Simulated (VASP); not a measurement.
Runs of VASP 6.6.1 on Au. The structure is that of space group Fm-3m (No. 225), or close to it. The cells are those of the table. 

| level | cell | k mesh | smearing | gap on the mesh (eV) | pressure (GPa) |
| --- | --- | --- | --- | --- | --- |
| PBE | a = 2.900 Å, angles 60.0°, 1 atom | 15 × 15 × 15 | fermi-dirac 0.0612256 eV | none | 6.1 |
| PBE | a = 2.978 Å, angles 60.0°, 1 atom | 15 × 15 × 15 | fermi-dirac 0.0612256 eV | none | -5.1 |
| PBE | a = 2.959 Å, angles 60.0°, 1 atom | 15 × 15 × 15 | fermi-dirac 0.0612256 eV | none | (b) |
| r2SCAN | a = 2.859 Å, angles 60.0°, 1 atom | 14 × 14 × 14 | fermi-dirac 0.1 eV | none | (a) |
| PBE | a = 2.997 Å, angles 60.0°, 1 atom | 15 × 15 × 15 | fermi-dirac 0.0612256 eV | none | -7.0 |
| PBE | a = 2.920 Å, angles 60.0°, 1 atom | 15 × 15 × 15 | fermi-dirac 0.0612256 eV | none | 2.7 |
| PBE | a = 2.880 Å, angles 60.0°, 1 atom | 15 × 15 × 15 | fermi-dirac 0.0612256 eV | none | 10.0 |
| PBE | a = 2.940 Å, angles 60.0°, 1 atom | 15 × 15 × 15 | fermi-dirac 0.0612256 eV | none | -0.3 |

Alike in all rows: task single point; potentials or basis VASP PAW PBE potentials, release 64 (Au); no spin polarisation; cutoff (eV) 520.

**Question.** Fill in the values left out.

**Answer.** (a) 11.3; (b) -2.9.

Caveats: spin-orbit coupling is left out, which moves the levels of the heavy elements; the PAW data sets were made with another functional, which shifts forces and pressure a little (some runs).

A k mesh can miss the band edges, and the runs leave out spin-orbit coupling on Au.

A gap of «none» marks levels without a gap at the run's occupations.
